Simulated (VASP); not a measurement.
# RbWBr5 (P4/mmm) in VASP: single point with PBE

Aim: the single point of RbWBr5 with PBE.

Program: VASP 6.6.1. These are calculated values, not measurements. Logs are shortened: lines on timing, memory, paths and dates and some standing lists are left out, and cuts for length are marked.

**1. The cell of the first run**

The structure is tetragonal, space group P4/mmm (No. 123). The conventional cell has a = 5.168 Å, b = 5.168 Å, c = 8.283 Å, α = 90.00°, β = 90.00°, γ = 90.00°. Within 4.7 Å of Rb (site symmetry 4/mmm) lie 12 Br at 3.59 to 3.65 Å and 2 W at 4.14 Å. Within 4.0 Å of W (site symmetry 4/mmm) lie 8 Br at 3.07 Å. Br (site symmetry 4/mmm) has 8 Br at 3.59 Å and 4 Rb at 3.65 Å within 4.7 Å. Br (site symmetry 2mm) has 2 W at 3.07 Å and 7 Br at 3.30 to 3.65 Å and 2 Rb at 3.59 Å within 4.0 Å.

**2. Single point, PBE**

File INCAR:

```
SYSTEM = RbWBr5
ALGO     = Normal         ! electronic algorithm
EDIFF    = 1E-6           ! SCF threshold, eV
ENCUT    = 520            ! plane-wave cutoff, eV
GGA      = PE             ! functional
ISIF     = 2              ! what is computed and relaxed
ISMEAR   = 0              ! smearing method
LASPH    = .True.         ! aspherical terms in the spheres
LCHARG   = .True.         ! write CHGCAR
LELF     = .True.         ! ELF
LREAL    = .False.        ! projectors in reciprocal space
LVHAR    = .True.       
LWAVE    = .False.        ! write WAVECAR
NBANDS   = 38             ! bands
NELM     = 80             ! most SCF steps
PREC     = Accurate       ! precision mode
SIGMA    = 0.1            ! smearing width, eV
```

File KPOINTS:

```
k-points
0
Gamma
  4 4 2
  0 0 0
```

File POSCAR:

```
RbWBr5
1.0
    5.1677745500      0.0000000000      0.0000000000
    0.0000000000      5.1677745500      0.0000000000
    0.0000000000      0.0000000000      8.2828633700
Rb W Br
1 1 5
Direct
    0.0000000000      0.0000000000      0.0000000000
    0.0000000000      0.0000000000      0.5000000000
    0.5000000000      0.5000000000      0.0000000000
    0.5000000000      0.0000000000      0.6992847300
    0.0000000000      0.5000000000      0.3007152700
    0.5000000000      0.0000000000      0.3007152700
    0.0000000000      0.5000000000      0.6992847300
```

Potentials or basis: VASP PAW PBE potentials, release 64 (Rb_sv, W_sv, Br).

Started as:

```sh
cat potpaw_PBE.64/Rb_sv/POTCAR potpaw_PBE.64/W_sv/POTCAR potpaw_PBE.64/Br/POTCAR > POTCAR
mpirun -np 1 vasp_std > vasp.out
```

OUTCAR:

```text
SYSTEM = RbWBr5
   EDIFF = 1E-6
   ENCUT = 520
   GGA = PE
   ISIF = 2
   ISMEAR = 0
   LASPH = .True.
   LREAL = .False.
   NELM = 80
   PREC = Accurate

 ion  position               nearest neighbor table
   1  0.000  0.000  0.000-   4 3.59   5 3.59   6 3.59   7 3.59   5 3.59   7 3.59   4 3.59   6 3.59
                             3 3.65   3 3.65   3 3.65   3 3.65   2 4.14   2 4.14
   2  0.000  0.000  0.500-   4 3.07   5 3.07   6 3.07   7 3.07   5 3.07   7 3.07   4 3.07   6 3.07
                             1 4.14   1 4.14
   3  0.500  0.500  0.000-   1 3.65   1 3.65   1 3.65   1 3.65
   4  0.500  0.000  0.699-   2 3.07   2 3.07   1 3.59   1 3.59
   5  0.000  0.500  0.301-   2 3.07   2 3.07   1 3.59   1 3.59
   6  0.500  0.000  0.301-   2 3.07   2 3.07   1 3.59   1 3.59
   7  0.000  0.500  0.699-   2 3.07   2 3.07   1 3.59   1 3.59

  LATTYP: Found a simple tetragonal cell.
 ALAT       =     5.1677745500
 C/A-ratio  =     1.6027911608

  Lattice vectors:

 A1 = (   5.1677745500,   0.0000000000,   0.0000000000)
 A2 = (   0.0000000000,   5.1677745500,   0.0000000000)
 A3 = (   0.0000000000,   0.0000000000,   8.2828633700)

Analysis of symmetry for initial positions (statically):
=====================================================================
 Subroutine PRICEL returns:
 Original cell was already a primitive cell.

 Routine SETGRP: Setting up the symmetry group for a
 simple tetragonal supercell.

 Subroutine GETGRP returns: Found 16 space group operations
 (whereof 16 operations were pure point group operations)
 out of a pool of 16 trial point group operations.

The static configuration has the point symmetry D_4h.

Analysis of symmetry for dynamics (positions and initial velocities):
=====================================================================
 Subroutine PRICEL returns:
 Original cell was already a primitive cell.

 Routine SETGRP: Setting up the symmetry group for a
 simple tetragonal supercell.

 Subroutine GETGRP returns: Found 16 space group operations
 (whereof 16 operations were pure point group operations)
 out of a pool of 16 trial point group operations.

The dynamic configuration has the point symmetry D_4h.

 Subroutine INISYM returns: Found 16 space group operations
 (whereof 16 operations are pure point group operations),
 and found     1 'primitive' translations

----------------------------------------------------------------------------------------
[... 94 lines left out ...]
   IBRION =     -1    ionic relax: 0-MD 1-quasi-New 2-CG
   NFREE  =      0    steps in history (QN), initial steepest desc. (CG)
   ISIF   =      2    stress and relaxation
   ISYM   =      2    0-nonsym 1-usesym 2-fastsym
   POTIM  = 0.5000    time-step for ionic-motion
   TEBEG  =    0.0;   TEEND  =   0.0 temperature during run
   PSTRESS=    0.0 pullay stress
   NELECT =      58.0000    total number of electrons
   NUPDOWN=      -1.0000    fix difference up-down
   EMIN   =  10.00;   EMAX   =-10.00  energy-range for DOS
   EFERMI =   0.00;   METHOD = LEGACY
   ISMEAR =     0;   SIGMA  =   0.10  broadening in eV -4-tet -1-fermi 0-gaus
   EFERMI_NEDOS =   21; number of points for ismear=-14 and -15
   IALGO  =     38    algorithm
   IMIX   =      4    mixing-type and parameters
     AMIX     =   0.40;   BMIX     =  1.00
     AMIX_MAG =   1.60;   BMIX_MAG =  1.00
  volume/ion in A,a.u.               =      31.60       213.25
  Fermi-wavevector in a.u.,A,eV,Ry     =   1.047824  1.980100 14.938311  1.097935
  Thomas-Fermi vector in A             =   2.182720
   LORBIT       =      0    0 simple, 1 ext, 2 COOP (PROOUT), +10 PAW based schemes
   GGA     = PE    functional components
   LHFCALC =     F    Hartree Fock is set to
   AEXX    =    0.0000 exact exchange contribution
   IVDW    =     0    specifies the selected vdW correction
   LEPSILON=     F    determine dielectric tensor
   LRPA    =     F    only Hartree local field effects (RPA)
 non-spin polarized calculation
 Gauss-broadening in eV      SIGMA  =   0.10
  energy-cutoff  :      520.00
  volume of cell :      221.20
 maximum number of plane-waves:      6011
 NGX is ok and might be reduce to    40
   NGX = 19   NGY = 19   NGZ = 31

 number of electron      58.0000012 magnetization

 Free energy of the ion-electron system (eV)
  ---------------------------------------------------
  ext. energy  EPLUGINS =         0.00000000
  ---------------------------------------------------
  free energy    TOTEN  =       -22.11823343 eV

  energy without entropy =      -22.06479889  energy(sigma->0) =      -22.09151616

 E-fermi :   1.0344     XC(G=0):  -8.5218

 val. band max:        1.0214747139   @ k =   0.2500   0.0000   0.5000
 cond. band min:       1.0676119301   @ k =   0.2500   0.2500   0.0000
 fundamental gap:      0.0461372161
 Fermi energy:         1.0343835660

 k-point     1 :       0.0000    0.0000    0.0000
  band No.  band energies     occupation
      1     -74.2378      2.00000
      2     -38.3959      2.00000
      3     -38.3959      2.00000
      4     -38.0318      2.00000
      5     -24.5929      2.00000
      6     -13.7297      2.00000
[... 481 lines left out ...]
     37       7.2543      0.00000
     38       8.3067      0.00000

------------------------ aborting loop because EDIFF is reached ----------------------------------------

  FORCE on cell =-STRESS in cart. coord.  units (eV):
  Direction    XX          YY          ZZ          XY          YZ          ZX
  --------------------------------------------------------------------------------------
  -------------------------------------------------------------------------------------
  Total      -11.2258412    -11.2258412     -1.9126006      0.0000000      0.0000000     -0.0000000
  in kB      -81.3096069    -81.3096069    -13.8531094      0.0000000      0.0000000     -0.0000000
  external PRESSURE =     -58.8241077 kB  Pullay stress =       0.0000000 kB

 VOLUME and BASIS-vectors are now :
 -----------------------------------------------------------------------------
  energy-cutoff  :      520.00
  volume of cell :      221.20
      direct lattice vectors                 reciprocal lattice vectors
     5.167774550  0.000000000  0.000000000     0.193506894  0.000000000  0.000000000
     0.000000000  5.167774550  0.000000000     0.000000000  0.193506894  0.000000000
     0.000000000  0.000000000  8.282863370     0.000000000  0.000000000  0.120731196

 POSITION                                       TOTAL-FORCE (eV/Angst)
 -----------------------------------------------------------------------------------
      0.00000      0.00000      0.00000         0.000000     -0.000000      0.000000
      0.00000      0.00000      4.14143         0.000000     -0.000000      0.000000
      2.58389      2.58389      0.00000         0.000000     -0.000000      0.000000
      2.58389      0.00000      5.79208         0.000000     -0.000000     -1.148263
      0.00000      2.58389      2.49078         0.000000      0.000000      1.148263
      2.58389      0.00000      2.49078         0.000000      0.000000      1.148263
      0.00000      2.58389      5.79208        -0.000000      0.000000     -1.148263
 -----------------------------------------------------------------------------------
    total drift:                                0.000000      0.000000     -0.000000

  FREE ENERGIE OF THE ION-ELECTRON SYSTEM (eV)
  ---------------------------------------------------
  free  energy   TOTEN  =       -22.1182334325 eV

  energy  without entropy=      -22.0647988915  energy(sigma->0) =      -22.09151616
```

stdout:

```text
POSCAR found type information on POSCAR RbW Br
 POSCAR found :  3 types and       7 ions
 scaLAPACK will be used
 LDA part: xc-table for (Slater+PW92), standard interpolation
 POSCAR, INCAR and KPOINTS ok, starting setup
 FFT: planning ... GRIDC
 FFT: planning ... GRID_SOFT
 FFT: planning ... GRID
 WAVECAR not read
 entering main loop
```

It took 3.3 min on 1 thread of Oxide Virtual Turin-like, shared host; peak memory 0.33 GiB.

Results:

```yaml
Free_energy: -22.1182 eV
Pressure: -5.9 GPa
Largest_force: 1.148 eV/Å
Band_gap_on_the_k_mesh: zero (band 29 reaches 1.07 eV, above the bottom of band 30 at 0.69 eV)
```

Forces on the atoms (eV/Å):
```
Rb   0.000  0.000  0.000
W    0.000  0.000  0.000
Br   0.000  0.000  0.000
Br   0.000  0.000 -1.148
Br   0.000  0.000  1.148
Br   0.000  0.000  1.148
Br   0.000  0.000 -1.148
```

Caveat: the k points lie up to 0.38 Å⁻¹ apart; spin-orbit coupling is left out, which moves the levels of the heavy elements; forces of over 1 eV/Å act on the atoms, so gaps and moduli don't describe the material at rest.
